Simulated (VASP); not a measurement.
SnO2: single point with PBEsol

Crystal: SnO2.

```xyz
6
Lattice="4.8197 0.0000 0.0000 0.0000 4.8988 0.0000 0.0000 0.0000 3.2624" Properties=species:S:1:pos:R:3 pbc="T T T"
Sn    2.4099    2.4494    1.6312
Sn    0.0000    0.0000    0.0000
O     1.4067    1.5727    0.0000
O     3.8165    0.8767    1.6312
O     1.0032    4.0221    1.6312
O     3.4131    3.3261    0.0000
```

```yaml
Program: VASP 6.6.1
Task: single point
Functional: PBEsol
Potentials_or_basis: VASP PAW PBE potentials, release 64 (Sn_d, O)
Cutoff: 520 eV
k_mesh: 4 × 4 × 6
Occupations: gaussian, width 0.01 eV
Spin: no spin polarisation
```

```json
{
  "Pressure": "-9.0 GPa",
  "Largest force": "0.159 eV/Å",
  "Band gap on the k mesh": "0.56 eV, direct"
}
```

Forces in eV/Å, atoms in the order of the input:
```
Sn   0.000  0.000  0.000
Sn   0.000  0.000  0.000
O    0.158  0.016  0.000
O    0.158 -0.016  0.000
O   -0.158  0.016  0.000
O   -0.158 -0.016  0.000
```

Stress tensor (GPa, compression positive):
```
 -8.20   0.00   0.00
  0.00  -8.41   0.00
  0.00   0.00 -10.25
```

Levels at points of the mesh, in eV from the valence-band top:
```
           k point  band 24  band 25  band 26  band 27  band 28  band 29
(0.00, 0.00, 0.00)    -0.58    -0.58     0.00     0.56     5.48     5.84
(0.50, 0.00, 0.00)    -1.10    -0.40    -0.40     3.62     3.62     6.43
(0.00, 0.50, 0.00)    -1.09    -0.52    -0.52     3.78     3.78     6.86
(0.50, 0.50, 0.00)    -1.22    -0.68    -0.68     4.10     4.10     6.96
(0.00, 0.00, 0.50)    -1.38    -1.00    -1.00     5.37     5.37     9.14
(0.50, 0.00, 0.50)    -0.77    -0.70    -0.70     5.67     5.67     7.50
(0.00, 0.50, 0.50)    -0.97    -0.59    -0.59     5.58     5.58     7.28
(0.50, 0.50, 0.50)    -0.79    -0.61    -0.61     4.17     4.17     8.44
```

Run time: 29 s on 1 thread of Intel(R) Xeon(R) 6975P-C (Granite Rapids) (shared host), peak memory 0.22 GiB.

Caveat: the PAW data sets were made with another functional, which shifts forces and pressure a little; spin-orbit coupling is left out, which moves the levels of the heavy elements. Expect the measured gap to be larger: semilocal functionals such as PBEsol lack the derivative discontinuity.
